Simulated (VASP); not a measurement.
# LiCl (P6_3/mmc) in VASP: further runs

Aim: see how the results for LiCl move with the level of theory and the settings. Levels: LDA, PBE. Tasks: single point.

Everything below comes from runs of VASP 6.6.1. Logs are shortened: lines on timing, memory, paths and dates and some standing lists are left out, and cuts for length are marked.

**1. The cell of the first run**

It takes space group P6_3/mmc (No. 194, hexagonal). Conventional cell: a = 3.575 Å, b = 3.575 Å, c = 6.024 Å, α = 90.00°, β = 90.00°, γ = 120.00°. Within 3.4 Å of Li (site symmetry -3m) lie 6 Cl at 2.56 Å and 2 Li at 3.01 Å. Within 3.4 Å of Cl (site symmetry -6m2) lie 6 Li at 2.56 Å.

**2. Single point, LDA**

Contents of INCAR:

```
SYSTEM = LiCl
  PREC = Accurate
  ENCUT = 520
  EDIFF = 1E-6
  ISMEAR = 0
  SIGMA = 0.01
  LREAL = .False.
  LASPH = .True.
  NELM = 100
  ALGO = Normal
  ISIF = 2
  LWAVE = .False.
  LCHARG = .False.
  NBANDS = 18
```

Contents of KPOINTS:

```
regular mesh
0
Gamma
  6 6 2
  0 0 0
```

Contents of POSCAR:

```
LiCl
1.0
    3.5749486144      0.0000000000      0.0000000000
   -1.7874743072      3.0959963173      0.0000000000
    0.0000000000      0.0000000000      6.0240820252
Li Cl
2 2
Direct
    0.0000000000      0.0000000000      0.0000000000
    0.0000000000      0.0000000000      0.5000000000
    0.3333333333      0.6666666667      0.2500000000
    0.6666666667      0.3333333333      0.7500000000
```

Potentials or basis: VASP PAW LDA potentials, release 64 (Li_sv, Cl).

Run with:

```bash
cat potpaw_LDA.64/Li_sv/POTCAR potpaw_LDA.64/Cl/POTCAR > POTCAR
mpirun -np 1 vasp_std > vasp.out
```

OUTCAR:

```text
SYSTEM = LiCl
   PREC = Accurate
   ENCUT = 520
   EDIFF = 1E-6
   ISMEAR = 0
   LREAL = .False.
   LASPH = .True.
   NELM = 100
   ISIF = 2

 ion  position               nearest neighbor table
   1  0.000  0.000  0.000-   3 2.56   4 2.56   4 2.56   3 2.56   4 2.56   3 2.56
   2  0.000  0.000  0.500-   3 2.56   4 2.56   4 2.56   3 2.56   4 2.56   3 2.56
   3  0.333  0.667  0.250-   1 2.56   2 2.56   1 2.56   2 2.56   1 2.56   2 2.56
   4  0.667  0.333  0.750-   1 2.56   2 2.56   1 2.56   2 2.56   1 2.56   2 2.56

  LATTYP: Found a hexagonal cell.
 ALAT       =     3.5749486144
 C/A-ratio  =     1.6850821298

  Lattice vectors:

 A1 = (   3.5749486144,   0.0000000000,   0.0000000000)
 A2 = (  -1.7874743072,   3.0959963173,   0.0000000000)
 A3 = (   0.0000000000,   0.0000000000,   6.0240820252)

Analysis of symmetry for initial positions (statically):
=====================================================================
 Subroutine PRICEL returns:
 Original cell was already a primitive cell.

 Routine SETGRP: Setting up the symmetry group for a
 hexagonal supercell.

 Subroutine GETGRP returns: Found 24 space group operations
 (whereof 12 operations were pure point group operations)
 out of a pool of 24 trial point group operations.

The static configuration has the point symmetry D_3d.
 The point group associated with its full space group is D_6h.

Analysis of symmetry for dynamics (positions and initial velocities):
=====================================================================
 Subroutine PRICEL returns:
 Original cell was already a primitive cell.

 Routine SETGRP: Setting up the symmetry group for a
 hexagonal supercell.

 Subroutine GETGRP returns: Found 24 space group operations
 (whereof 12 operations were pure point group operations)
 out of a pool of 24 trial point group operations.

The dynamic configuration has the point symmetry D_3d.
 The point group associated with its full space group is D_6h.

 Subroutine INISYM returns: Found 24 space group operations
 (whereof 12 operations are pure point group operations),
 and found     1 'primitive' translations

----------------------------------------------------------------------------------------

                                     Primitive cell

  volume of cell :      66.6747

  direct lattice vectors                    reciprocal lattice vectors
     3.574948614  0.000000000  0.000000000     0.279724300  0.161498900  0.000000000
    -1.787474307  3.095996317  0.000000000     0.000000000  0.322997800  0.000000000
     0.000000000  0.000000000  6.024082025     0.000000000  0.000000000  0.166000396

  length of vectors
     3.574948614  3.574948614  6.024082025     0.322997800  0.322997800  0.166000396

  position of ions in fractional coordinates (direct lattice)
     0.000000000  0.000000000  0.000000000
     0.000000000  0.000000000  0.500000000
     0.333333333  0.666666667  0.250000000
     0.666666667  0.333333333  0.750000000

  ion indices of the primitive-cell ions
   primitive index   ion index
                 1           1
                 2           2
                 3           3
                 4           4

----------------------------------------------------------------------------------------

 KPOINTS: regular mesh

Automatic generation of k-mesh.
 Grid dimensions read from file:
 generate k-points for:    6    6    2

 Generating k-lattice:

  Cartesian coordinates                     Fractional coordinates (reciprocal lattice)
     0.046620717  0.026916483  0.000000000     0.166666667  0.000000000  0.000000000
     0.000000000  0.053832967  0.000000000     0.000000000  0.166666667  0.000000000
     0.000000000  0.000000000  0.083000198     0.000000000  0.000000000  0.500000000

  Length of vectors
     0.053832967  0.053832967  0.083000198

  Shift w.r.t. Gamma in fractional coordinates (k-lattice)
     0.000000000  0.000000000  0.000000000

 Subroutine IBZKPT returns following result:
 ===========================================

 Found     14 irreducible k-points:

 Following reciprocal coordinates:
            Coordinates               Weight
  0.000000  0.000000  0.000000      1.000000
  0.166667  0.000000  0.000000      6.000000
  0.333333  0.000000  0.000000      6.000000
  0.500000  0.000000  0.000000      3.000000
  0.166667  0.166667  0.000000      6.000000
  0.333333  0.166667  0.000000     12.000000
  0.333333  0.333333  0.000000      2.000000
  0.000000  0.000000  0.500000      1.000000
  0.166667  0.000000  0.500000      6.000000
  0.333333  0.000000  0.500000      6.000000
  0.500000  0.000000  0.500000      3.000000
  0.166667  0.166667  0.500000      6.000000
  0.333333  0.166667  0.500000     12.000000
  0.333333  0.333333  0.500000      2.000000
   k-points           NKPTS =     14   k-points in BZ     NKDIM =     14   number of bands    NBANDS=     18
   number of dos      NEDOS =    301   number of ions     NIONS =      4
   total plane-waves  NPLWV =  37632
   dimension x,y,z NGX =    28 NGY =   28 NGZ =   48
   dimension x,y,z NGXF=    56 NGYF=   56 NGZF=   96
   ions per type =               2   2
   NGX,Y,Z   is equivalent  to a cutoff of  13.02, 13.02, 13.25 a.u.
   NGXF,Y,Z  is equivalent  to a cutoff of  26.04, 26.04, 26.49 a.u.
 SYSTEM =  LiCl
   PREC   = accura    normal or accurate (medium, high low for compatibility)
   ISTART =      0    job   : 0-new  1-cont  2-samecut
   ICHARG =      2    charge: 1-file 2-atom 10-const
   ISPIN  =      1    spin polarized calculation?
   LNONCOLLINEAR =      F non collinear calculations
   LSORBIT =      F    spin-orbit coupling
   LASPH  =      T    aspherical Exc in radial PAW
   ENCUT  =  520.0 eV  38.22 Ry    6.18 a.u.   6.65  6.65 11.20*2*pi/ulx,y,z
   NELM   =    100;   NELMIN=  2; NELMDL= -5     # of ELM steps
   EDIFF  = 0.1E-05   stopping-criterion for ELM
   LREAL  =      F    real-space projection
   EDIFFG = 0.1E-04   stopping-criterion for IOM
   NSW    =      0    number of steps for IOM
   IBRION =     -1    ionic relax: 0-MD 1-quasi-New 2-CG
   NFREE  =      0    steps in history (QN), initial steepest desc. (CG)
   ISIF   =      2    stress and relaxation
   ISYM   =      2    0-nonsym 1-usesym 2-fastsym
   POTIM  = 0.5000    time-step for ionic-motion
   TEBEG  =    0.0;   TEEND  =   0.0 temperature during run
   PSTRESS=    0.0 pullay stress
   NELECT =      20.0000    total number of electrons
   NUPDOWN=      -1.0000    fix difference up-down
   EMIN   =  10.00;   EMAX   =-10.00  energy-range for DOS
   EFERMI =   0.00;   METHOD = LEGACY
   ISMEAR =     0;   SIGMA  =   0.01  broadening in eV -4-tet -1-fermi 0-gaus
   EFERMI_NEDOS =   21; number of points for ismear=-14 and -15
   IALGO  =     38    algorithm
   IMIX   =      4    mixing-type and parameters
     AMIX     =   0.40;   BMIX     =  1.00
     AMIX_MAG =   1.60;   BMIX_MAG =  1.00
  volume/ion in A,a.u.               =      16.67       112.49
  Fermi-wavevector in a.u.,A,eV,Ry     =   1.095884  2.070920 16.340067  1.200961
  Thomas-Fermi vector in A             =   2.232216
   LORBIT       =      0    0 simple, 1 ext, 2 COOP (PROOUT), +10 PAW based schemes
   GGA     = CA    functional components
   LHFCALC =     F    Hartree Fock is set to
   AEXX    =    0.0000 exact exchange contribution
   IVDW    =     0    specifies the selected vdW correction
   LEPSILON=     F    determine dielectric tensor
   LRPA    =     F    only Hartree local field effects (RPA)
 non-spin polarized calculation
 Gauss-broadening in eV      SIGMA  =   0.01
  energy-cutoff  :      520.00
  volume of cell :       66.67
 maximum number of plane-waves:      1834
 NGX is ok and might be reduce to    28
   NGX = 13   NGY = 13   NGZ = 23

 number of electron      19.9999997 magnetization

 Free energy of the ion-electron system (eV)
  ---------------------------------------------------
  ext. energy  EPLUGINS =         0.00000000
  ---------------------------------------------------
  free energy    TOTEN  =       -16.08181068 eV

  energy without entropy =      -16.08181068  energy(sigma->0) =      -16.08181068

 E-fermi :   0.6497     XC(G=0):  -9.2138

 val. band max:        0.5852797057   @ k =   0.0000   0.0000   0.0000
 cond. band min:       6.6165056909   @ k =   0.0000   0.0000   0.0000
 fundamental gap:      6.0312259852
 Fermi energy:         0.6497254530

 k-point     1 :       0.0000    0.0000    0.0000
  band No.  band energies     occupation
      1     -41.9394      2.00000
      2     -41.9302      2.00000
      3     -12.8337      2.00000
      4     -12.2906      2.00000
      5      -2.4304      2.00000
      6       0.3736      2.00000
[... 10 lines left out ...]
     17      12.8032      0.00000
     18      13.0316      0.00000

 k-point     2 :       0.1667    0.0000    0.0000
  band No.  band energies     occupation
      1     -41.9386      2.00000
      2     -41.9297      2.00000
      3     -12.7046      2.00000
      4     -12.1996      2.00000
      5      -2.2522      2.00000
      6      -0.5279      2.00000
[... 10 lines left out ...]
     17      11.4008      0.00000
     18      12.5227      0.00000

 k-point     3 :       0.3333    0.0000    0.0000
  band No.  band energies     occupation
      1     -41.9373      2.00000
      2     -41.9285      2.00000
      3     -12.4040      2.00000
      4     -12.0289      2.00000
      5      -1.7787      2.00000
      6      -1.7621      2.00000
[... 10 lines left out ...]
     17      11.6896      0.00000
     18      13.1020      0.00000

 k-point     4 :       0.5000    0.0000    0.0000
  band No.  band energies     occupation
      1     -41.9366      2.00000
      2     -41.9279      2.00000
      3     -12.2122      2.00000
      4     -11.9674      2.00000
      5      -2.2021      2.00000
      6      -2.0497      2.00000
[... 10 lines left out ...]
     17      12.2397      0.00000
     18      14.2097      0.00000

 k-point     5 :       0.1667    0.1667    0.0000
  band No.  band energies     occupation
      1     -41.9376      2.00000
      2     -41.9288      2.00000
      3     -12.4859      2.00000
      4     -12.0696      2.00000
      5      -1.9164      2.00000
      6      -1.3163      2.00000
[... 10 lines left out ...]
     17      11.7393      0.00000
     18      12.6190      0.00000

 k-point     6 :       0.3333    0.1667    0.0000
  band No.  band energies     occupation
      1     -41.9366      2.00000
      2     -41.9280      2.00000
      3     -12.2085      2.00000
      4     -11.9741      2.00000
      5      -1.9616      2.00000
      6      -1.7640      2.00000
[... 10 lines left out ...]
     17      11.6514      0.00000
     18      13.3929      0.00000

 k-point     7 :       0.3333    0.3333    0.0000
  band No.  band energies     occupation
      1     -41.9362      2.00000
      2     -41.9277      2.00000
      3     -12.0275      2.00000
      4     -12.0275      2.00000
      5      -1.7558      2.00000
      6      -1.4220      2.00000
[... 10 lines left out ...]
     17      11.2971      0.00000
     18      13.5739      0.00000

 k-point     8 :       0.0000    0.0000    0.5000
  band No.  band energies     occupation
      1     -41.9349      2.00000
      2     -41.9349      2.00000
      3     -12.5775      2.00000
      4     -12.5775      2.00000
      5      -1.2019      2.00000
      6      -1.2019      2.00000
[... 10 lines left out ...]
     17      11.1262      0.00000
     18      11.1262      0.00000

 k-point     9 :       0.1667    0.0000    0.5000
  band No.  band energies     occupation
      1     -41.9342      2.00000
      2     -41.9342      2.00000
      3     -12.4649      2.00000
      4     -12.4649      2.00000
      5      -1.2403      2.00000
      6      -1.2403      2.00000
[... 10 lines left out ...]
     17      11.2417      0.00000
     18      11.2417      0.00000

 k-point    10 :       0.3333    0.0000    0.5000
  band No.  band energies     occupation
      1     -41.9329      2.00000
      2     -41.9329      2.00000
      3     -12.2222      2.00000
      4     -12.2222      2.00000
      5      -1.9410      2.00000
      6      -1.9410      2.00000
[... 10 lines left out ...]
     17      11.7558      0.00000
     18      11.7558      0.00000

 k-point    11 :       0.5000    0.0000    0.5000
  band No.  band energies     occupation
      1     -41.9323      2.00000
      2     -41.9323      2.00000
      3     -12.0903      2.00000
      4     -12.0903      2.00000
      5      -2.4269      2.00000
      6      -2.4269      2.00000
[... 10 lines left out ...]
     17      12.8088      0.00000
     18      12.8088      0.00000

 k-point    12 :       0.1667    0.1667    0.5000
  band No.  band energies     occupation
      1     -41.9332      2.00000
      2     -41.9332      2.00000
      3     -12.2856      2.00000
      4     -12.2856      2.00000
      5      -1.6087      2.00000
      6      -1.6087      2.00000
[... 10 lines left out ...]
     17      12.1079      0.00000
     18      12.1079      0.00000

 k-point    13 :       0.3333    0.1667    0.5000
  band No.  band energies     occupation
      1     -41.9323      2.00000
      2     -41.9323      2.00000
      3     -12.0916      2.00000
      4     -12.0916      2.00000
      5      -2.1811      2.00000
      6      -2.1811      2.00000
[... 10 lines left out ...]
     17      12.2951      0.00000
     18      12.2951      0.00000

 k-point    14 :       0.3333    0.3333    0.5000
  band No.  band energies     occupation
      1     -41.9319      2.00000
      2     -41.9319      2.00000
      3     -12.0244      2.00000
      4     -12.0244      2.00000
      5      -2.0105      2.00000
      6      -2.0105      2.00000
[... 10 lines left out ...]
     17      11.8412      0.00000
     18      11.8412      0.00000

------------------------ aborting loop because EDIFF is reached ----------------------------------------

  FORCE on cell =-STRESS in cart. coord.  units (eV):
  Direction    XX          YY          ZZ          XY          YZ          ZX
  --------------------------------------------------------------------------------------
  -------------------------------------------------------------------------------------
  Total       -1.2729382     -1.2729382     -1.2391171      0.0000000      0.0000000      0.0000000
  in kB      -30.5884019    -30.5884019    -29.7756896      0.0000000      0.0000000      0.0000000
  external PRESSURE =     -30.3174978 kB  Pullay stress =       0.0000000 kB

 VOLUME and BASIS-vectors are now :
 -----------------------------------------------------------------------------
  energy-cutoff  :      520.00
  volume of cell :       66.67
      direct lattice vectors                 reciprocal lattice vectors
     3.574948614  0.000000000  0.000000000     0.279724300  0.161498900  0.000000000
    -1.787474307  3.095996317  0.000000000     0.000000000  0.322997800  0.000000000
     0.000000000  0.000000000  6.024082025     0.000000000  0.000000000  0.166000396

 POSITION                                       TOTAL-FORCE (eV/Angst)
 -----------------------------------------------------------------------------------
      0.00000      0.00000      0.00000        -0.000000      0.000000      0.000000
      0.00000      0.00000      3.01204        -0.000000      0.000000      0.000000
     -0.00000      2.06400      1.50602         0.000000     -0.000000      0.000000
      1.78747      1.03200      4.51806        -0.000000      0.000000      0.000000
 -----------------------------------------------------------------------------------
    total drift:                                0.000000     -0.000000     -0.000000

  FREE ENERGIE OF THE ION-ELECTRON SYSTEM (eV)
  ---------------------------------------------------
  free  energy   TOTEN  =       -16.0818106778 eV

  energy  without entropy=      -16.0818106778  energy(sigma->0) =      -16.08181068
```

It took 9.5 s on 1 thread of Intel Xeon Platinum 8488C (Sapphire Rapids), shared host; peak memory 0.15 GiB.

Results:

* Free energy: -16.0818 eV
* Band gap on the k mesh: 6.03 eV

Caveat: the k points lie up to 0.52 Å⁻¹ apart; the cutoff is under 1.25 times the usual one of these potentials, so pressure, stress and relaxed cells hold a basis-set (Pulay) error.

**3. Single point, PBE**

Contents of INCAR:

```
ALGO = Normal
EDIFF = 1E-6
ENCUT = 520
GGA = PE
ISIF = 2
ISMEAR = 0
LASPH = True
LCHARG = False
LREAL = False
LWAVE = False
NBANDS = 18
NELM = 80
PREC = Accurate
SIGMA = 0.01
```

Contents of KPOINTS:

```
k-points
0
Gamma
  6 6 4
```

POSCAR is that of step 2.

Potentials or basis: VASP PAW PBE potentials, release 64 (Li_sv, Cl).

Run with:

```bash
cat potpaw_PBE.64/Li_sv/POTCAR potpaw_PBE.64/Cl/POTCAR > POTCAR
mpirun -np 1 vasp_std > vasp.out
```

Run time: 22 s. Hardware: 1 thread of Intel Xeon Platinum 8488C (Sapphire Rapids), shared host; peak memory 0.18 GiB.

Results (log left out):

| Item | Value |
| --- | --- |
| Free energy | -14.7086 eV |
| Band gap on the k mesh | 6.37 eV |

Levels at points of the mesh, in eV from the valence-band top:
```
           k point  band 8  band 9  band 10  band 11  band 12  band 13
(0.00, 0.00, 0.00)   -0.17    0.00     0.00     6.37     6.77    10.31
(0.50, 0.00, 0.00)   -1.08   -0.76    -0.30     7.14     8.22     8.86
(0.00, 0.00, 0.50)   -0.10   -0.10    -0.10     7.20     7.20    10.51
(0.50, 0.00, 0.50)   -0.93   -0.72    -0.72     7.55     7.55     8.69
```

Caveat: the cutoff is under 1.25 times the usual one of these potentials, so pressure, stress and relaxed cells hold a basis-set (Pulay) error. A k mesh can miss the band edges.
